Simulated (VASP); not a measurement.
# Mg (P6_3/mmc) in VASP: a series of runs

Mg is run at these levels: PBEsol; tasks: single point.

All numbers are computed with VASP 6.6.1; they aren't measurements. Logs are shortened: lines on timing, memory, paths and dates and some standing lists are left out, and cuts for length are marked.

**1. The cell of the first run**

It takes space group P6_3/mmc (No. 194, hexagonal). The conventional cell has a = 3.040 Å, b = 3.040 Å, c = 5.062 Å, α = 90.00°, β = 90.00°, γ = 120.00°. Within 4.0 Å of Mg (site symmetry -6m2) lie 12 Mg at 3.04 to 3.08 Å.

**2. Single point, PBEsol**

The input, INCAR:

```
ALGO = Normal ; EDIFF = 1E-6
ENCUT = 520 ; GGA = PS
ISIF = 2 ; ISMEAR = -1
LASPH = T ; LCHARG = F
LREAL = F ; LWAVE = F
NBANDS = 9 ; NELM = 60
PREC = Accurate ; SIGMA = 0.05
```

The input, KPOINTS:

```
k-points
0
Gamma
  10 10 5
```

The input, POSCAR:

```
Mg
1.0
    3.0398057697      0.0000000000      0.0000000000
   -1.5199028849      2.6325490192      0.0000000000
    0.0000000000      0.0000000000      5.0618137767
Mg
2
Direct
    0.6666666667      0.3333333333      0.7500000000
    0.3333333333      0.6666666667      0.2500000000
```

Potentials or basis: VASP PAW PBE potentials, release 64 (Mg).

Command:

```console
cat potpaw_PBE.64/Mg/POTCAR > POTCAR
mpirun -np 1 vasp_std > vasp.out
```

OUTCAR:

```text
EDIFF = 1E-6
   ENCUT = 520
   GGA = PS
   ISIF = 2
   ISMEAR = -1
   LASPH = T
   LREAL = F
   NELM = 60
   PREC = Accurate

 ion  position               nearest neighbor table
   1  0.667  0.333  0.750-   2 3.08   2 3.08   2 3.08   2 3.08   2 3.08   2 3.08
   2  0.333  0.667  0.250-   1 3.08   1 3.08   1 3.08   1 3.08   1 3.08   1 3.08

  LATTYP: Found a hexagonal cell.
 ALAT       =     3.0398057697
 C/A-ratio  =     1.6651767120

  Lattice vectors:

 A1 = (   3.0398057697,   0.0000000000,   0.0000000000)
 A2 = (  -1.5199028849,   2.6325490192,   0.0000000000)
 A3 = (   0.0000000000,   0.0000000000,   5.0618137767)

Analysis of symmetry for initial positions (statically):
=====================================================================
 Subroutine PRICEL returns:
 Original cell was already a primitive cell.

 Routine SETGRP: Setting up the symmetry group for a
 hexagonal supercell.

 Subroutine GETGRP returns: Found 24 space group operations
 (whereof 12 operations were pure point group operations)
 out of a pool of 24 trial point group operations.

The static configuration has the point symmetry D_3d.
 The point group associated with its full space group is D_6h.

Analysis of symmetry for dynamics (positions and initial velocities):
=====================================================================
 Subroutine PRICEL returns:
 Original cell was already a primitive cell.

 Routine SETGRP: Setting up the symmetry group for a
 hexagonal supercell.

 Subroutine GETGRP returns: Found 24 space group operations
 (whereof 12 operations were pure point group operations)
 out of a pool of 24 trial point group operations.

The dynamic configuration has the point symmetry D_3d.
 The point group associated with its full space group is D_6h.

 Subroutine INISYM returns: Found 24 space group operations
 (whereof 12 operations are pure point group operations),
 and found     1 'primitive' translations

----------------------------------------------------------------------------------------

                                     Primitive cell

  volume of cell :      40.5068

  direct lattice vectors                    reciprocal lattice vectors
     3.039805770  0.000000000  0.000000000     0.328968387  0.189929987  0.000000000
    -1.519902885  2.632549019  0.000000000     0.000000000  0.379859973  0.000000000
     0.000000000  0.000000000  5.061813777     0.000000000  0.000000000  0.197557643

  length of vectors
     3.039805770  3.039805770  5.061813777     0.379859973  0.379859973  0.197557643

  position of ions in fractional coordinates (direct lattice)
     0.666666667  0.333333333  0.750000000
     0.333333333  0.666666667  0.250000000

  ion indices of the primitive-cell ions
   primitive index   ion index
                 1           1
                 2           2

----------------------------------------------------------------------------------------

 KPOINTS: k-points

Automatic generation of k-mesh.
 Grid dimensions read from file:
 generate k-points for:   10   10    5

 Generating k-lattice:

  Cartesian coordinates                     Fractional coordinates (reciprocal lattice)
     0.032896839  0.018992999  0.000000000     0.100000000 -0.000000000  0.000000000
     0.000000000  0.037985997  0.000000000     0.000000000  0.100000000  0.000000000
     0.000000000  0.000000000  0.039511529     0.000000000  0.000000000  0.200000000

  Length of vectors
     0.037985997  0.037985997  0.039511529

  Shift w.r.t. Gamma in fractional coordinates (k-lattice)
     0.000000000  0.000000000  0.000000000

 Subroutine IBZKPT returns following result:
 ===========================================

 Found     42 irreducible k-points:

 Following reciprocal coordinates:
            Coordinates               Weight
  0.000000  0.000000  0.000000      1.000000
  0.100000  0.000000  0.000000      6.000000
  0.200000  0.000000  0.000000      6.000000
  0.300000 -0.000000  0.000000      6.000000
  0.400000 -0.000000  0.000000      6.000000
  0.500000  0.000000  0.000000      3.000000
[... 16 lines left out ...]
  0.300000  0.100000  0.200000     24.000000
  0.400000  0.100000  0.200000     24.000000
 [... further k-points ...]
   k-points           NKPTS =     42   k-points in BZ     NKDIM =     42   number of bands    NBANDS=      9
   number of dos      NEDOS =    301   number of ions     NIONS =      2
   total plane-waves  NPLWV =  23040
   dimension x,y,z NGX =    24 NGY =   24 NGZ =   40
   dimension x,y,z NGXF=    48 NGYF=   48 NGZF=   80
   ions per type =               2
   NGX,Y,Z   is equivalent  to a cutoff of  13.13, 13.13, 13.14 a.u.
   NGXF,Y,Z  is equivalent  to a cutoff of  26.25, 26.25, 26.27 a.u.
 SYSTEM =  unknown system
   PREC   = accura    normal or accurate (medium, high low for compatibility)
   ISTART =      0    job   : 0-new  1-cont  2-samecut
   ICHARG =      2    charge: 1-file 2-atom 10-const
   ISPIN  =      1    spin polarized calculation?
   LNONCOLLINEAR =      F non collinear calculations
   LSORBIT =      F    spin-orbit coupling
   LASPH  =      T    aspherical Exc in radial PAW
   ENCUT  =  520.0 eV  38.22 Ry    6.18 a.u.   5.65  5.65  9.41*2*pi/ulx,y,z
   NELM   =     60;   NELMIN=  2; NELMDL= -5     # of ELM steps
   EDIFF  = 0.1E-05   stopping-criterion for ELM
   LREAL  =      F    real-space projection
   EDIFFG = 0.1E-04   stopping-criterion for IOM
   NSW    =      0    number of steps for IOM
   IBRION =     -1    ionic relax: 0-MD 1-quasi-New 2-CG
   NFREE  =      0    steps in history (QN), initial steepest desc. (CG)
   ISIF   =      2    stress and relaxation
   ISYM   =      2    0-nonsym 1-usesym 2-fastsym
   POTIM  = 0.5000    time-step for ionic-motion
   TEBEG  =    0.0;   TEEND  =   0.0 temperature during run
   PSTRESS=    0.0 pullay stress
   NELECT =       4.0000    total number of electrons
   NUPDOWN=      -1.0000    fix difference up-down
   EMIN   =  10.00;   EMAX   =-10.00  energy-range for DOS
   EFERMI =   0.00;   METHOD = LEGACY
   ISMEAR =    -1;   SIGMA  =   0.05  broadening in eV -4-tet -1-fermi 0-gaus
   EFERMI_NEDOS =   21; number of points for ismear=-14 and -15
   IALGO  =     38    algorithm
   IMIX   =      4    mixing-type and parameters
     AMIX     =   0.40;   BMIX     =  1.00
     AMIX_MAG =   1.60;   BMIX_MAG =  1.00
  volume/ion in A,a.u.               =      20.25       136.68
  Fermi-wavevector in a.u.,A,eV,Ry     =   0.756691  1.429939  7.790445  0.572582
  Thomas-Fermi vector in A             =   1.854869
   LORBIT       =      0    0 simple, 1 ext, 2 COOP (PROOUT), +10 PAW based schemes
   GGA     = PS    functional components
   LHFCALC =     F    Hartree Fock is set to
   AEXX    =    0.0000 exact exchange contribution
   IVDW    =     0    specifies the selected vdW correction
   LEPSILON=     F    determine dielectric tensor
   LRPA    =     F    only Hartree local field effects (RPA)
 non-spin polarized calculation
  energy-cutoff  :      520.00
  volume of cell :       40.51
 maximum number of plane-waves:      1117
 NGX is ok and might be reduce to    24
   NGX = 11   NGY = 11   NGZ = 19

 number of electron       4.0000000 magnetization

 Free energy of the ion-electron system (eV)
  ---------------------------------------------------
  ext. energy  EPLUGINS =         0.00000000
  ---------------------------------------------------
  free energy    TOTEN  =        -3.38059194 eV

  energy without entropy =       -3.37305954  energy(sigma->0) =       -3.37682574

 E-fermi :   3.3338     XC(G=0):  -8.9360

 val. band max:        3.3107083275   @ k =   0.5000   0.0000   0.4000
 cond. band min:       3.3682169734   @ k =   0.4000   0.1000   0.4000
 fundamental gap:      0.0575086458
 Fermi energy:         3.3337970496

 k-point     1 :       0.0000    0.0000    0.0000
  band No.  band energies     occupation
      1      -4.2109      2.00000
      2       1.2369      2.00000
      3       1.8018      2.00000
      4      15.2309      0.00000
      5      15.2309      0.00000
      6      15.6220      0.00000
      7      15.6720      0.00000
      8      15.6720      0.00000
      9      18.1891      0.00000

 k-point     2 :       0.1000    0.0000    0.0000
  band No.  band energies     occupation
      1      -3.9932      2.00000
      2       1.4332      2.00000
      3       2.0113      2.00000
      4      12.3026      0.00000
      5      13.8844      0.00000
      6      14.5553      0.00000
      7      16.4698      0.00000
      8      17.1820      0.00000
      9      17.1842      0.00000

 k-point     3 :       0.2000    0.0000    0.0000
  band No.  band energies     occupation
      1      -3.3436      2.00000
      2       2.0231      2.00000
      3       2.6243      2.00000
      4       9.0843      0.00000
      5      12.6689      0.00000
      6      12.7927      0.00000
      7      13.9380      0.00000
      8      15.5512      0.00000
      9      17.1919      0.00000

 k-point     4 :       0.3000   -0.0000    0.0000
  band No.  band energies     occupation
      1      -2.2723      2.00000
      2       3.0087      1.99700
      3       3.5403      0.03165
      4       6.2471      0.00000
      5      10.8846      0.00000
      6      10.9675      0.00000
      7      11.7978      0.00000
      8      14.0136      0.00000
      9      16.1649      0.00000
[... 205 lines left out ...]
 k-point    22 :       0.2000    0.1000    0.2000
  band No.  band energies     occupation
      1      -2.4678      2.00000
      2       0.9184      2.00000
      3       5.2522      0.00000
      4       7.9307      0.00000
      5       9.7314      0.00000
      6      11.2895      0.00000
      7      12.9599      0.00000
      8      14.9477      0.00000
      9      15.0968      0.00000

 k-point    23 :       0.3000    0.1000    0.2000
  band No.  band energies     occupation
      1      -1.1980      2.00000
      2       2.1100      2.00000
      3       4.8979      0.00000
      4       6.6768      0.00000
      5       7.9741      0.00000
      6       9.5752      0.00000
      7      12.1104      0.00000
      8      12.9714      0.00000
      9      15.2555      0.00000

 k-point    24 :       0.4000    0.1000    0.2000
  band No.  band energies     occupation
      1       0.4583      2.00000
      2       2.4128      2.00000
      3       3.9112      0.00002
      4       5.7832      0.00000
      5       7.7935      0.00000
      6       9.0176      0.00000
      7      10.7759      0.00000
      8      12.0869      0.00000
      9      15.0829      0.00000

 [... further k-points ...]

------------------------ aborting loop because EDIFF is reached ----------------------------------------

  FORCE on cell =-STRESS in cart. coord.  units (eV):
  Direction    XX          YY          ZZ          XY          YZ          ZX
  --------------------------------------------------------------------------------------
  -------------------------------------------------------------------------------------
  Total        1.2686295      1.2686295      1.2613923     -0.0000000     -0.0000000      0.0000000
  in kB       50.1784130     50.1784130     49.8921567     -0.0000000     -0.0000000      0.0000000
  external PRESSURE =      50.0829943 kB  Pullay stress =       0.0000000 kB

 VOLUME and BASIS-vectors are now :
 -----------------------------------------------------------------------------
  energy-cutoff  :      520.00
  volume of cell :       40.51
      direct lattice vectors                 reciprocal lattice vectors
     3.039805770  0.000000000  0.000000000     0.328968387  0.189929987  0.000000000
    -1.519902885  2.632549019  0.000000000     0.000000000  0.379859973  0.000000000
     0.000000000  0.000000000  5.061813777     0.000000000  0.000000000  0.197557643

 POSITION                                       TOTAL-FORCE (eV/Angst)
 -----------------------------------------------------------------------------------
      1.51990      0.87752      3.79636        -0.000000      0.000000      0.000000
     -0.00000      1.75503      1.26545         0.000000      0.000000      0.000000
 -----------------------------------------------------------------------------------
    total drift:                               -0.000000      0.000000     -0.000000

  FREE ENERGIE OF THE ION-ELECTRON SYSTEM (eV)
  ---------------------------------------------------
  free  energy   TOTEN  =        -3.3805919383 eV

  energy  without entropy=       -3.3730595381  energy(sigma->0) =       -3.37682574
```

It took 12 s on 1 thread of Intel Xeon 8259CL, shared host; peak memory 0.16 GiB.

What came out:

| Property | Result |
| --- | --- |
| Free energy | -3.3806 eV |
| Pressure | 5.0 GPa |
| Band gap on the k mesh | zero (bands 2 and 3 overlap by 2.00 eV) |

Caveat: the cell stands under pressure; the PAW data sets were made with another functional, which shifts forces and pressure a little.

**3. Single point, PBEsol**

This run uses another cell than the first one, of 21.49 Å³/atom.

The input, INCAR:

```
SYSTEM = Mg
ALGO = Normal
EDIFF = 1E-6
ENCUT = 520
GGA = PS
ISIF = 2
ISMEAR = -1
LASPH = .True.
LCHARG = .False.
LREAL = .False.
LWAVE = .False.
NBANDS = 9
NELM = 60
PREC = Accurate
SIGMA = 0.05
```

The input, KPOINTS:

```
k-points
0
Gamma
  10 10 5
  0 0 0
```

The input, POSCAR:

```
Mg
1.0
    3.0985488802      0.0000000000      0.0000000000
   -1.5492744401      2.6834220451      0.0000000000
    0.0000000000      0.0000000000      5.1691384749
Mg
2
Direct
    0.6666666667      0.3333333333      0.7500000000
    0.3333333333      0.6666666667      0.2500000000
```

Potentials or basis: VASP PAW PBE potentials, release 64 (Mg).

Command:

```console
cat potpaw_PBE.64/Mg/POTCAR > POTCAR
mpirun -np 1 vasp_std > vasp.out
```

It took 18 s on 1 thread of Intel Xeon 8259CL, shared host; peak memory 0.16 GiB.

It converged, with:

```yaml
Free_energy: -3.4337 eV
Pressure: 2.0 GPa
Band_gap_on_the_k_mesh: zero (bands 2 and 3 overlap by 2.03 eV)
```

Levels at points of the mesh, in eV from the Fermi level:
```tsv
k point	band 1	band 2	band 3	band 4	band 5	band 6	band 7
(0.00, 0.00, 0.00)	-7.27	-1.99	-1.54	11.56	11.56	11.88	11.88
(0.50, 0.00, 0.00)	-2.24	-2.14	2.67	2.93	3.23	3.71	7.45
```

Caveat: the PAW data sets were made with another functional, which shifts forces and pressure a little.

**4. Single point, PBEsol**

This run uses another cell than the first one, of 22.57 Å³/atom.

The input, INCAR:

```
SYSTEM = Mg
  PREC = Accurate
  ENCUT = 520
  EDIFF = 1E-7
  ISMEAR = -1
  SIGMA = 0.05
  LREAL = .False.
  LASPH = .True.
  NELM = 100
  ALGO = Fast
  ISIF = 2
  LWAVE = .False.
  LCHARG = .False.
  GGA = PS
  NBANDS = 9
```

The input, KPOINTS:

```
regular mesh
0
Gamma
  10 10 5
  0 0 0
```

The input, POSCAR:

```
Mg
1.0
    3.1480974846      0.0000000000      0.0000000000
   -1.5740487423      2.7263323952      0.0000000000
    0.0000000000      0.0000000000      5.2604507617
Mg
2
Direct
    0.6666666667      0.3333333333      0.7500000000
    0.3333333333      0.6666666667      0.2500000000
```

Command:

```console
cat potpaw_PBE.64/Mg/POTCAR > POTCAR
mpirun -np 1 vasp_std > vasp.out
```

Wall time 21 s (1 thread of Intel Xeon 8259CL, shared host); peak memory 0.16 GiB.

Results (log left out):

| Item | Value |
| --- | --- |
| Free energy | -3.4464 eV |
| Pressure | 0.0 GPa |
| Band gap on the k mesh | zero (bands 2 and 3 overlap by 2.06 eV) |

Levels at points of the mesh, in eV from the Fermi level:
| k point | band 1 | band 2 | band 3 | band 4 | band 5 | band 6 | band 7 |
| --- | --- | --- | --- | --- | --- | --- | --- |
| (0.00, 0.00, 0.00) | -7.05 | -1.91 | -1.55 | 11.28 | 11.28 | 11.50 | 11.50 |
| (0.50, 0.00, 0.00) | -2.15 | -2.08 | 2.60 | 2.92 | 3.08 | 3.57 | 7.20 |

Caveat: the PAW data sets were made with another functional, which shifts forces and pressure a little.

**5. The runs side by side**

```tsv
cell	gap on the mesh (eV)	pressure (GPa)
a = 3.040, b = 3.040, c = 5.062 Å, angles 90.0, 90.0, 120.0°, 2 atoms	none	5.0
a = 3.099, b = 3.099, c = 5.169 Å, angles 90.0, 90.0, 120.0°, 2 atoms	none	2.0
a = 3.148, b = 3.148, c = 5.260 Å, angles 90.0, 90.0, 120.0°, 2 atoms	none	0.0
```

Alike in all rows: task single point; level PBEsol; potentials or basis VASP PAW PBE potentials, release 64 (Mg); no spin polarisation; k mesh 10 × 10 × 5; cutoff (eV) 520; smearing fermi-dirac 0.05 eV.

Caveats: the PAW data sets were made with another functional, which shifts forces and pressure a little; the cell stands under pressure (at least some runs).

Absolute energies hang on the potentials; compare differences alone.
